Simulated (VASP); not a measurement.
# MgS: electric field gradients with PBE

MgS:

```
Mg S
1.0
     0.00000    2.60165    2.60165
     2.60165    0.00000    2.60165
     2.60165    2.60165    0.00000
Mg S
1 1
Direct
  0.00000 0.00000 0.00000
  0.50000 0.50000 0.50000
```

| Quantity | Value |
| --- | --- |
| Program | VASP 6.6.1 |
| Task | electric field gradients |
| Functional | PBE |
| Potentials or basis | VASP PAW PBE potentials, release 64 (Mg, S) |
| Cutoff | 520 eV |
| k mesh | 10 × 10 × 10 |
| Occupations | fermi-dirac, width 0.03 eV |
| Spin | no spin polarisation |
| Dipole correction | no |
| Further INCAR settings | ALGO = Normal; EDIFF = 1e-08; NBANDS = 11 |

- Pressure: 0.9 GPa
- Band gap on the k mesh: 2.78 eV, indirect (least direct gap 3.71 eV)

Levels at points of the mesh, in eV from the valence-band top:
```
           k point  band 2  band 3  band 4  band 5  band 6  band 7
(0.00, 0.00, 0.00)    0.00    0.00    0.00    3.71    7.95    7.95
(0.50, 0.00, 0.00)   -4.83   -0.59   -0.59    4.55    6.91    6.91
(0.50, 0.50, 0.00)   -4.19   -1.68   -1.68    2.78    4.40   12.00
```

It took 37 s on 1 thread of Intel Xeon 8259CL, on a shared host, peak memory 0.17 GiB.

Caveat: without QUAD_EFG the Cq values of the log hold for a quadrupole moment of 1 mb, not for the nuclei. A k mesh can miss the band edges.
